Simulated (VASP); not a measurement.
**NbSi15O32 (a cell with a defect): electric field gradients with PBE**

System: NbSi15O32 (a cell with a defect).

```xyz
48
Lattice="-4.9820 4.9820 6.9630 4.9820 -4.9820 6.9630 4.9820 4.9820 -6.9630" Properties=species:S:1:pos:R:3 pbc="T T T"
Nb    1.4895    1.4895    0.0000
Si    1.4895    1.4895    6.9630
Si    1.4895    6.4715    0.0000
Si    6.4715    1.4895    0.0000
Si    1.0015    3.9805    1.7407
Si    5.9835   -1.0015    1.7407
Si    1.0015   -1.0015    1.7408
Si    1.0015   -1.0015    8.7037
Si    3.4925    3.4925    3.4815
Si    3.4925    3.4925   -3.4815
Si    3.4925   -1.4895    3.4815
Si   -1.4895    3.4925    3.4815
Si    3.9805    1.0015    5.2222
Si   -1.0015    5.9835    5.2222
Si   -1.0015    1.0015   12.1852
Si   -1.0015    1.0015    5.2222
O     1.1951    0.5155    1.2403
O     1.1951    0.5155    8.2033
O     1.1951    5.4975    1.2403
O     6.1771    0.5155    1.2403
O     1.9755    3.6861    2.9811
O     6.9575   -1.2959    2.9811
O     1.9755   -1.2959    2.9811
O     1.9755   -1.2959    9.9441
O     3.7869    4.4665    4.7218
O     3.7869    4.4665   -2.2412
O     3.7869   -0.5155    4.7218
O    -1.1951    4.4665    4.7218
O     3.0065    1.2959    6.4626
O     3.0065    1.2959   -0.5004
O     7.9885    1.2959   -0.5004
O     3.0065    6.2779   -0.5004
O     3.6861    1.9755    3.9819
O    -1.2959    6.9575    3.9819
O    -1.2959    1.9755   10.9449
O    -1.2959    1.9755    3.9819
O     4.4665    3.7869    2.2412
O     4.4665    3.7869   -4.7218
O     4.4665   -1.1951    2.2412
O    -0.5155    3.7869    2.2412
O     1.2959    3.0065    0.5004
O     1.2959    3.0065    7.4634
O     1.2959    7.9885    0.5004
O     6.2779    3.0065    0.5004
O     0.5155    1.1951    5.7227
O     5.4975   -3.7869    5.7227
O     5.4975    1.1951   -1.2403
O     5.4975    1.1951    5.7227
```

```json
{"Program": "VASP 6.6.1", "Task": "electric field gradients", "Functional": "PBE", "Potentials or basis": "VASP PAW PBE potentials, release 64 (Nb_sv, Si, O)", "Cutoff": "520 eV", "k mesh": "3 × 3 × 3", "Occupations": "fermi-dirac, width 0.01 eV", "Spin": "no spin polarisation", "Dipole correction": "no", "Charge": "1", "Further INCAR settings": "LREAL = Auto; ALGO = Normal; EDIFF = 1e-08; NBANDS = 162; NELECT = 264.0"}
```

The largest force is 14.744 eV/Å and the largest electric field gradient by atom is Nb -13.7; Si -2.8, +3.3, +8.9, -2.7, +6.7, -3.2, -3.8, -2.6, -4.5 (each value once); O +40.2, +87.5, +87.2, +87.0, +86.5, +87.4, +86.9, +89.2, +88.7, +87.3, +41.8, +89.7 (each value once) V/Å².

Forces in eV/Å, atoms in the order of the input:
```
Nb    0.257   0.257   0.000
Si    0.109   0.109   0.000
Si    0.255  -0.104  -0.437
Si   -0.104   0.255   0.437
Si   -0.610   2.331   1.777
Si   -0.050  -0.053  -0.166
Si   -0.564  -2.379   1.529
Si   -0.010   0.338  -0.137
Si    0.303  -0.360   0.062
Si   -0.360   0.303  -0.062
Si    0.134   0.134   0.000
Si   -0.520  -0.520   0.000
Si   -0.053  -0.050   0.166
Si    2.331  -0.610  -1.777
Si   -2.379  -0.564  -1.529
Si    0.338  -0.010   0.137
O    -2.819  -8.604  11.637
O    -0.098   0.001   0.475
O    -0.079  -0.197   0.416
O    -0.069   0.205   0.263
O    -0.370  -0.275  -0.111
O     0.027  -0.154   0.541
O    -0.297   0.148   0.050
O     0.032  -0.037   0.507
O     0.301   0.248   0.686
O     0.018  -0.328   0.347
O     0.102  -0.273   0.349
O    -0.101   0.357   0.796
O     0.205   0.065   0.326
O    13.600  -1.680  -3.865
O     0.935   0.042   0.244
O    -0.076   0.094   0.496
O    -0.154   0.027  -0.541
O    -0.275  -0.370   0.111
O     0.148  -0.297  -0.050
O    -0.037   0.032  -0.507
O    -0.328   0.018  -0.347
O     0.248   0.301  -0.686
O    -0.273   0.102  -0.349
O     0.357  -0.101  -0.796
O    -1.680  13.600   3.865
O     0.065   0.205  -0.326
O     0.042   0.935  -0.244
O     0.094  -0.076  -0.496
O     0.001  -0.098  -0.475
O    -8.604  -2.819 -11.637
O    -0.197  -0.079  -0.416
O     0.205  -0.069  -0.263
```

Levels at points of the mesh, in eV from the Fermi level:
| k point | band 129 | band 130 | band 131 | band 132 | band 133 | band 134 | band 135 | band 136 |
| --- | --- | --- | --- | --- | --- | --- | --- | --- |
| (0.00, 0.00, 0.00) | -0.59 | -0.48 | -0.47 | -0.31 | 5.12 | 5.43 | 5.52 | 7.04 |

Electric field gradients, principal values (V/Å²):
```
 atom    least   middle  greatest (by size)
 1 Nb    6.075    7.672             -13.747
 2 Si    0.642    2.169              -2.811
 3 Si   -0.567   -2.694               3.261
 4 Si   -0.567   -2.694               3.261
 5 Si   -0.735   -8.123               8.858
 6 Si    0.395    2.257              -2.652
 7 Si   -1.952   -4.769               6.721
 8 Si    0.761    2.422              -3.182
 9 Si    1.158    2.614              -3.772
10 Si    1.158    2.614              -3.772
11 Si    0.715    1.847              -2.563
12 Si    1.330    3.167              -4.497
13 Si    0.395    2.256              -2.652
14 Si   -0.735   -8.122               8.857
15 Si   -1.952   -4.769               6.722
16 Si    0.761    2.421              -3.182
 17 O  -18.329  -21.864              40.192
 18 O  -37.233  -50.232              87.465
 19 O  -35.047  -52.113              87.160
 20 O  -38.813  -48.188              87.002
 21 O  -35.542  -50.965              86.508
 22 O  -36.216  -51.181              87.397
 23 O  -36.938  -49.992              86.930
 24 O  -36.640  -50.758              87.398
 25 O  -39.714  -49.533              89.247
 26 O  -35.972  -50.892              86.864
 27 O  -36.289  -50.609              86.898
 28 O  -40.097  -48.612              88.710
 29 O  -37.436  -49.860              87.295
 30 O  -19.296  -22.484              41.780
 31 O  -36.696  -52.968              89.664
 32 O  -39.022  -48.496              87.518
 33 O  -36.214  -51.180              87.393
 34 O  -35.542  -50.962              86.503
 35 O  -36.935  -49.991              86.926
 36 O  -36.639  -50.755              87.394
 37 O  -35.971  -50.892              86.862
 38 O  -39.713  -49.532              89.245
 39 O  -36.287  -50.609              86.896
 40 O  -40.096  -48.612              88.708
 41 O  -19.296  -22.486              41.783
 42 O  -37.437  -49.862              87.299
 43 O  -36.698  -52.970              89.668
 44 O  -39.024  -48.498              87.522
 45 O  -37.235  -50.233              87.467
 46 O  -18.330  -21.864              40.194
 47 O  -35.049  -52.113              87.162
 48 O  -38.815  -48.189              87.004
```

It took 2.4 h on 1 thread of AMD EPYC 7571, with other jobs on the host, peak memory 1.4 GiB.

Caveat: the cell carries a net charge on a neutralising background, which shifts energy and pressure; the cell is charged against a uniform background, so pressure and absolute levels hang on convention; without QUAD_EFG the Cq values of the log hold for a quadrupole moment of 1 mb, not for the nuclei.
